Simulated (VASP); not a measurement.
# Cd (P6_3/mmc) in VASP: a series of runs, part 2 of 2

VASP 6.6.1. The steps go on from the part before.

## Step 4: Single point, LDA

The input, INCAR:

```
SYSTEM = Cd
PREC = Accurate
ENCUT = 630
EDIFF = 1E-6
ISMEAR = 1
SIGMA = 0.01
LREAL = .False.
LASPH = .True.
NELM = 120
ALGO = Normal
ISIF = 2
LWAVE = .False.
LCHARG = .True.
GGA = CA
LELF = .True.
LVHAR = .True.
NBANDS = 27
GGA_COMPAT = .False.
```

The input, KPOINTS:

```
Automatic mesh
0
Gamma
  13 13 6
  0 0 0
```

The input, POSCAR:

```
Cd
1.0
    2.8818641727      0.0000000000      0.0000000000
   -1.4409320863      2.4957675838      0.0000000000
    0.0000000000      0.0000000000      5.6383707528
Cd
2
Direct
    0.3333333333      0.6666666667      0.2500000000
    0.6666666667      0.3333333333      0.7500000000
```

Potentials or basis: VASP PAW LDA potentials, release 64 (Cd_sv_GW).

On the command line:

```
$ cat potpaw_LDA.64/Cd_sv_GW/POTCAR > POTCAR
$ mpirun -np 1 vasp_std > vasp.out
```

OUTCAR:

```text
SYSTEM = Cd
   PREC = Accurate
   ENCUT = 630
   EDIFF = 1E-6
   ISMEAR = 1
   LREAL = .False.
   LASPH = .True.
   NELM = 120
   ISIF = 2
   GGA = CA

 ion  position               nearest neighbor table
   1  0.333  0.667  0.250-
   2  0.667  0.333  0.750-

  LATTYP: Found a hexagonal cell.
 ALAT       =     2.8818641727
 C/A-ratio  =     1.9565012141

  Lattice vectors:

 A1 = (   2.8818641727,   0.0000000000,   0.0000000000)
 A2 = (  -1.4409320863,   2.4957675838,   0.0000000000)
 A3 = (   0.0000000000,   0.0000000000,   5.6383707528)

Analysis of symmetry for initial positions (statically):
=====================================================================
 Subroutine PRICEL returns:
 Original cell was already a primitive cell.

 Routine SETGRP: Setting up the symmetry group for a
 hexagonal supercell.

 Subroutine GETGRP returns: Found 24 space group operations
 (whereof 12 operations were pure point group operations)
 out of a pool of 24 trial point group operations.

The static configuration has the point symmetry D_3d.
 The point group associated with its full space group is D_6h.

Analysis of symmetry for dynamics (positions and initial velocities):
=====================================================================
 Subroutine PRICEL returns:
 Original cell was already a primitive cell.

 Routine SETGRP: Setting up the symmetry group for a
 hexagonal supercell.

 Subroutine GETGRP returns: Found 24 space group operations
 (whereof 12 operations were pure point group operations)
 out of a pool of 24 trial point group operations.

The dynamic configuration has the point symmetry D_3d.
 The point group associated with its full space group is D_6h.

 Subroutine INISYM returns: Found 24 space group operations
 (whereof 12 operations are pure point group operations),
 and found     1 'primitive' translations

----------------------------------------------------------------------------------------

                                     Primitive cell

  volume of cell :      40.5538

  direct lattice vectors                    reciprocal lattice vectors
     2.881864173  0.000000000  0.000000000     0.346997617  0.200339167  0.000000000
    -1.440932086  2.495767584  0.000000000     0.000000000  0.400678335  0.000000000
     0.000000000  0.000000000  5.638370753     0.000000000  0.000000000  0.177356198

  length of vectors
     2.881864173  2.881864173  5.638370753     0.400678335  0.400678335  0.177356198

  position of ions in fractional coordinates (direct lattice)
     0.333333333  0.666666667  0.250000000
     0.666666667  0.333333333  0.750000000

  ion indices of the primitive-cell ions
   primitive index   ion index
                 1           1
                 2           2

----------------------------------------------------------------------------------------

 KPOINTS: Automatic mesh

Automatic generation of k-mesh.
 Grid dimensions read from file:
 generate k-points for:   13   13    6

 Generating k-lattice:

  Cartesian coordinates                     Fractional coordinates (reciprocal lattice)
     0.026692124  0.015410705  0.000000000     0.076923077 -0.000000000  0.000000000
     0.000000000  0.030821410  0.000000000     0.000000000  0.076923077  0.000000000
     0.000000000  0.000000000  0.029559366     0.000000000  0.000000000  0.166666667

  Length of vectors
     0.030821410  0.030821410  0.029559366

  Shift w.r.t. Gamma in fractional coordinates (k-lattice)
     0.000000000  0.000000000  0.000000000

 Subroutine IBZKPT returns following result:
 ===========================================

 Found     84 irreducible k-points:

 Following reciprocal coordinates:
            Coordinates               Weight
  0.000000  0.000000  0.000000      1.000000
  0.076923  0.000000  0.000000      6.000000
  0.153846 -0.000000  0.000000      6.000000
  0.230769 -0.000000  0.000000      6.000000
  0.307692 -0.000000  0.000000      6.000000
  0.384615  0.000000  0.000000      6.000000
[... 16 lines left out ...]
  0.076923  0.000000  0.166667     12.000000
  0.153846 -0.000000  0.166667     12.000000
 [... further k-points ...]
   k-points           NKPTS =     84   k-points in BZ     NKDIM =     84   number of bands    NBANDS=     27
   number of dos      NEDOS =    301   number of ions     NIONS =      2
   total plane-waves  NPLWV =  27648
   dimension x,y,z NGX =    24 NGY =   24 NGZ =   48
   dimension x,y,z NGXF=    48 NGYF=   48 NGZF=   96
   ions per type =               2
   NGX,Y,Z   is equivalent  to a cutoff of  13.84, 13.84, 14.15 a.u.
   NGXF,Y,Z  is equivalent  to a cutoff of  27.69, 27.69, 28.31 a.u.
 SYSTEM =  Cd
   PREC   = accura    normal or accurate (medium, high low for compatibility)
   ISTART =      0    job   : 0-new  1-cont  2-samecut
   ICHARG =      2    charge: 1-file 2-atom 10-const
   ISPIN  =      1    spin polarized calculation?
   LNONCOLLINEAR =      F non collinear calculations
   LSORBIT =      F    spin-orbit coupling
   LASPH  =      T    aspherical Exc in radial PAW
   ENCUT  =  630.0 eV  46.30 Ry    6.80 a.u.   5.90  5.90 11.54*2*pi/ulx,y,z
   NELM   =    120;   NELMIN=  2; NELMDL= -5     # of ELM steps
   EDIFF  = 0.1E-05   stopping-criterion for ELM
   LREAL  =      F    real-space projection
   EDIFFG = 0.1E-04   stopping-criterion for IOM
   NSW    =      0    number of steps for IOM
   IBRION =     -1    ionic relax: 0-MD 1-quasi-New 2-CG
   NFREE  =      0    steps in history (QN), initial steepest desc. (CG)
   ISIF   =      2    stress and relaxation
   ISYM   =      2    0-nonsym 1-usesym 2-fastsym
   POTIM  = 0.5000    time-step for ionic-motion
   TEBEG  =    0.0;   TEEND  =   0.0 temperature during run
   PSTRESS=    0.0 pullay stress
   NELECT =      40.0000    total number of electrons
   NUPDOWN=      -1.0000    fix difference up-down
   EMIN   =  10.00;   EMAX   =-10.00  energy-range for DOS
   EFERMI =   0.00;   METHOD = LEGACY
   ISMEAR =     1;   SIGMA  =   0.01  broadening in eV -4-tet -1-fermi 0-gaus
   EFERMI_NEDOS =   21; number of points for ismear=-14 and -15
   IALGO  =     38    algorithm
   IMIX   =      4    mixing-type and parameters
     AMIX     =   0.40;   BMIX     =  1.00
     AMIX_MAG =   1.60;   BMIX_MAG =  1.00
  volume/ion in A,a.u.               =      20.28       136.84
  Fermi-wavevector in a.u.,A,eV,Ry     =   1.629613  3.079521 36.132143  2.655638
  Thomas-Fermi vector in A             =   2.722050
   LORBIT       =      0    0 simple, 1 ext, 2 COOP (PROOUT), +10 PAW based schemes
   GGA     = CA    functional components
   LHFCALC =     F    Hartree Fock is set to
   AEXX    =    0.0000 exact exchange contribution
   IVDW    =     0    specifies the selected vdW correction
   LEPSILON=     F    determine dielectric tensor
   LRPA    =     F    only Hartree local field effects (RPA)
 non-spin polarized calculation
 Methfessel and Paxton  Order N= 1 SIGMA  =   0.01
  energy-cutoff  :      630.00
  volume of cell :       40.55
 maximum number of plane-waves:      1474
 NGX is ok and might be reduce to    24
   NGX = 11   NGY = 11   NGZ = 23

 number of electron      40.0000021 magnetization

 Free energy of the ion-electron system (eV)
  ---------------------------------------------------
  ext. energy  EPLUGINS =         0.00000000
  ---------------------------------------------------
  free energy    TOTEN  =        -3.06596395 eV

  energy without entropy =       -3.06594726  energy(sigma->0) =       -3.06595839

 E-fermi :   6.7565     XC(G=0): -12.0175

 val. band max:        6.7565203582   @ k =   0.3077  -0.0000   0.0000
 cond. band min:       6.8193902807   @ k =   0.3846   0.0769   0.0000
 fundamental gap:      0.0628699225
 Fermi energy:         6.7565203582

 k-point     1 :       0.0000    0.0000    0.0000
  band No.  band energies     occupation
      1     -95.7293      2.00000
      2     -95.7281      2.00000
      3     -57.1036      2.00000
      4     -57.0815      2.00000
      5     -57.0575      2.00000
      6     -57.0575      2.00000
[... 19 lines left out ...]
     26      22.7460      0.00000
     27      22.7466      0.00000
[... 661 lines left out ...]
 k-point    24 :       0.1538   -0.0000    0.1667
  band No.  band energies     occupation
      1     -95.7276      2.00000
      2     -95.7266      2.00000
      3     -57.0993      2.00000
      4     -57.0822      2.00000
      5     -57.0748      2.00000
      6     -57.0729      2.00000
[... 19 lines left out ...]
     26      21.2768      0.00000
     27      22.5734      0.00000

 [... further k-points ...]

------------------------ aborting loop because EDIFF is reached ----------------------------------------

  FORCE on cell =-STRESS in cart. coord.  units (eV):
  Direction    XX          YY          ZZ          XY          YZ          ZX
  --------------------------------------------------------------------------------------
  -------------------------------------------------------------------------------------
  Total        0.2835001      0.2835001     -0.5710368      0.0000000      0.0000000     -0.0000000
  in kB       11.2003725     11.2003725    -22.5602246      0.0000000      0.0000000     -0.0000000
  external PRESSURE =      -0.0531599 kB  Pullay stress =       0.0000000 kB

 VOLUME and BASIS-vectors are now :
 -----------------------------------------------------------------------------
  energy-cutoff  :      630.00
  volume of cell :       40.55
      direct lattice vectors                 reciprocal lattice vectors
     2.881864173  0.000000000  0.000000000     0.346997617  0.200339167  0.000000000
    -1.440932086  2.495767584  0.000000000     0.000000000  0.400678335  0.000000000
     0.000000000  0.000000000  5.638370753     0.000000000  0.000000000  0.177356198

 POSITION                                       TOTAL-FORCE (eV/Angst)
 -----------------------------------------------------------------------------------
     -0.00000      1.66385      1.40959         0.000000     -0.000000      0.000000
      1.44093      0.83192      4.22878        -0.000000      0.000000     -0.000000
 -----------------------------------------------------------------------------------
    total drift:                               -0.000000      0.000000      0.000000

  FREE ENERGIE OF THE ION-ELECTRON SYSTEM (eV)
  ---------------------------------------------------
  free  energy   TOTEN  =        -3.0659639515 eV

  energy  without entropy=       -3.0659472595  energy(sigma->0) =       -3.06595839
```

stdout:

```text
POSCAR found type information on POSCAR Cd
 POSCAR found :  1 types and       2 ions
 scaLAPACK will be used
 LDA part: xc-table for (Slater(with rela. corr.)+CA(PZ))
 , standard interpolation
 POSCAR, INCAR and KPOINTS ok, starting setup
 FFT: planning ... GRIDC
 FFT: planning ... GRID_SOFT
 FFT: planning ... GRID
 WAVECAR not read
 entering main loop
```

Wall time 45 s (1 thread of AMD EPYC 9R45 (Zen 5), shared host); peak memory 0.21 GiB.

Results:

- Free energy: -3.0660 eV
- Pressure: 0.0 GPa
- Band gap on the k mesh: zero (bands 20 and 21 overlap by 4.68 eV)

## Step 5: Single point, LDA

The input, INCAR:

```
SYSTEM = Cd
ALGO = Normal
EDIFF = 1E-6
ENCUT = 630
GGA_COMPAT = .False.
ISIF = 2
ISMEAR = -1
LASPH = .True.
LCHARG = .True.
LELF = .True.
LREAL = .False.
LVHAR = .True.
LWAVE = .False.
NBANDS = 27
NELM = 120
PREC = Accurate
SIGMA = 0.1
```

The input, KPOINTS:

```
k-points
0
Gamma
  6 6 3
  0 0 0
```

POSCAR is that of step 4.

On the command line:

```
$ cat potpaw_LDA.64/Cd_sv_GW/POTCAR > POTCAR
$ mpirun -np 1 vasp_std > vasp.out
```

It took 7.7 s on 1 thread of Intel Xeon 6975P-C (Granite Rapids), shared host; peak memory 0.16 GiB.

Results (log left out):

```yaml
Free_energy: -3.0717 eV
Pressure: -0.1 GPa
Band_gap_on_the_k_mesh: zero (bands 20 and 21 overlap by 4.23 eV)
```

Stress tensor (GPa, compression positive):
```
 0.42  0.00  0.00
 0.00  0.42  0.00
 0.00  0.00 -1.00
```

Levels at points of the mesh, in eV from the Fermi level:
```
           k point  band 18  band 19  band 20  band 21  band 22  band 23
(0.00, 0.00, 0.00)    -8.92    -8.92    -3.89    -3.87     9.23    13.76
(0.50, 0.00, 0.00)    -8.57    -2.86    -2.16     1.41     2.61     2.86
```

Caveat: the k points lie up to 0.42 Å⁻¹ apart, too coarse for converged energies and pressures of a metal.

## Step 6: Single point, LDA

The input, INCAR:

```
SYSTEM = Cd
  PREC = Accurate
  ENCUT = 630
  EDIFF = 1E-6
  ISMEAR = -1
  SIGMA = 0.1
  LREAL = .False.
  LASPH = .True.
  NELM = 120
  ALGO = Normal
  ISIF = 2
  LWAVE = .False.
  LCHARG = .False.
  NBANDS = 27
  GGA_COMPAT = .False.
```

The input, KPOINTS:

```
Automatic mesh
0
Gamma
  8 8 4
  0 0 0
```

POSCAR is that of step 5.

Potentials or basis: VASP PAW LDA potentials, release 64 (Cd_sv_GW).

On the command line:

```
$ cat potpaw_LDA.64/Cd_sv_GW/POTCAR > POTCAR
$ mpirun -np 1 vasp_std > vasp.out
```

OUTCAR:

```text
SYSTEM = Cd
   PREC = Accurate
   ENCUT = 630
   EDIFF = 1E-6
   ISMEAR = -1
   LREAL = .False.
   LASPH = .True.
   NELM = 120
   ISIF = 2

 ion  position               nearest neighbor table
   1  0.333  0.667  0.250-
   2  0.667  0.333  0.750-

  LATTYP: Found a hexagonal cell.
 ALAT       =     2.8818641727
 C/A-ratio  =     1.9565012141

  Lattice vectors:

 A1 = (   2.8818641727,   0.0000000000,   0.0000000000)
 A2 = (  -1.4409320863,   2.4957675838,   0.0000000000)
[... 905 lines left out ...]
 [... further k-points ...]

------------------------ aborting loop because EDIFF is reached ----------------------------------------

  FORCE on cell =-STRESS in cart. coord.  units (eV):
  Direction    XX          YY          ZZ          XY          YZ          ZX
  --------------------------------------------------------------------------------------
  -------------------------------------------------------------------------------------
  Total        0.5001866      0.5001866     -0.7060805      0.0000000      0.0000000      0.0000000
  in kB       19.7611092     19.7611092    -27.8954616      0.0000000      0.0000000      0.0000000
  external PRESSURE =       3.8755856 kB  Pullay stress =       0.0000000 kB

 VOLUME and BASIS-vectors are now :
 -----------------------------------------------------------------------------
  energy-cutoff  :      630.00
  volume of cell :       40.55
      direct lattice vectors                 reciprocal lattice vectors
     2.881864173  0.000000000  0.000000000     0.346997617  0.200339167  0.000000000
    -1.440932086  2.495767584  0.000000000     0.000000000  0.400678335  0.000000000
     0.000000000  0.000000000  5.638370753     0.000000000  0.000000000  0.177356198

 POSITION                                       TOTAL-FORCE (eV/Angst)
 -----------------------------------------------------------------------------------
     -0.00000      1.66385      1.40959         0.000000     -0.000000      0.000000
      1.44093      0.83192      4.22878        -0.000000      0.000000     -0.000000
 -----------------------------------------------------------------------------------
    total drift:                               -0.000000      0.000000      0.000000

  FREE ENERGIE OF THE ION-ELECTRON SYSTEM (eV)
  ---------------------------------------------------
  free  energy   TOTEN  =        -3.0192374563 eV

  energy  without entropy=       -2.9985718681  energy(sigma->0) =       -3.00890466
```

stdout:

```text
POSCAR found type information on POSCAR Cd
 POSCAR found :  1 types and       2 ions
 scaLAPACK will be used
 LDA part: xc-table for (Slater(with rela. corr.)+CA(PZ))
 , standard interpolation
 POSCAR, INCAR and KPOINTS ok, starting setup
 FFT: planning ... GRIDC
 FFT: planning ... GRID_SOFT
 FFT: planning ... GRID
 WAVECAR not read
 entering main loop
```

It took 24 s on 1 thread of AMD EPYC 9R45 (Zen 5), shared host; peak memory 0.15 GiB.

Results:

```yaml
Free_energy: -3.0192 eV
Pressure: 0.4 GPa
Band_gap_on_the_k_mesh: zero (bands 20 and 21 overlap by 4.16 eV)
```

Stress tensor (GPa, compression positive):
```
 1.98  0.00  0.00
 0.00  1.98  0.00
 0.00  0.00 -2.79
```

## Step 7: Overview

```tsv
k mesh	smearing	gap on the mesh (eV)	pressure (GPa)
5 × 5 × 2	fermi-dirac 0.1 eV	none	1.1
10 × 10 × 5	fermi-dirac 0.1 eV	none	0.0
13 × 13 × 6	methfessel-paxton 0.01 eV	none	0.0
6 × 6 × 3	fermi-dirac 0.1 eV	none	-0.1
8 × 8 × 4	fermi-dirac 0.1 eV	none	0.4
```

Alike in all rows: task single point; level LDA; potentials or basis VASP PAW LDA potentials, release 64 (Cd_sv_GW); no spin polarisation; cell as given; cutoff (eV) 630.

Caveats: some runs use coarse meshes.

Absolute energies hang on the potentials; compare differences alone.

The gap in the log of VASP goes by the Fermi energy; the results here count the filled bands.